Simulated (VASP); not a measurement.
A run of VASP 6.6.1 is set up as follows.

The input INCAR:

```
PREC = Accurate
ENCUT = 560
EDIFF = 1E-6
ISMEAR = -1
SIGMA = 0.05
LREAL = False
LASPH = True
NELM = 120
ALGO = Normal
ISIF = 2
LWAVE = False
LCHARG = False
GGA = PS
NBANDS = 14
GGA_COMPAT = False
```

File KPOINTS:

```
Automatic mesh
0
Gamma
  13 13 13
```

File POSCAR:

```
Ir
1.0
    0.0000000000      1.8995017599      1.8995017599
    1.8995017599      0.0000000000      1.8995017599
    1.8995017599      1.8995017599      0.0000000000
Ir
1
Direct
    0.0000000000      0.0000000000      0.0000000000
```

Potentials or basis: VASP PAW PBE potentials, release 64 (Ir_sv_GW).

Run with:

```sh
$ cat potpaw_PBE.64/Ir_sv_GW/POTCAR > POTCAR
$ mpirun -np 1 vasp_std > vasp.out
```

Question: Estimate the band gap on the k mesh.

Answer: Zero (an odd number of electrons rules out a gap without spin polarisation).

Question: Estimate the pressure.

Answer: 8.5 GPa.

Caveat: the cell stands under pressure; the PAW data sets were made with another functional, which shifts forces and pressure a little; spin-orbit coupling is left out, which moves the levels of the heavy elements.
